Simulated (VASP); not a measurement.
Here is a VASP 6.6.1 calculation.

Contents of INCAR:

```
SYSTEM = Br
PREC = Accurate ; ENCUT = 520
EDIFF = 1E-7 ; ISMEAR = 1
SIGMA = 0.01 ; LREAL = .FALSE.
LASPH = .TRUE. ; NELM = 60
ALGO = Normal ; ISIF = 2
LWAVE = .FALSE. ; LCHARG = .FALSE.
GGA = PE ; NBANDS = 14
```

Contents of KPOINTS:

```
regular mesh
0
G
  6 6 6
  0 0 0
```

File POSCAR:

```
Br
1.0
    0.0000000000      3.4969505645      3.4969505645
    3.4969505645      0.0000000000      3.4969505645
    3.4969505645      3.4969505645      0.0000000000
Br
2
Direct
    0.0000000000      0.0000000000      0.0000000000
    0.2500000000      0.2500000000      0.2500000000
```

Potentials or basis: VASP PAW PBE potentials, release 64 (Br).

Command:

```bash
$ cat potpaw_PBE.64/Br/POTCAR > POTCAR
$ mpirun -np 1 vasp_std > vasp.out
```

Predict the pressure.

0.0 GPa.

Predict the band gap on the k mesh.

zero (band 7 reaches -0.94 eV, above the bottom of band 8 at -2.15 eV).
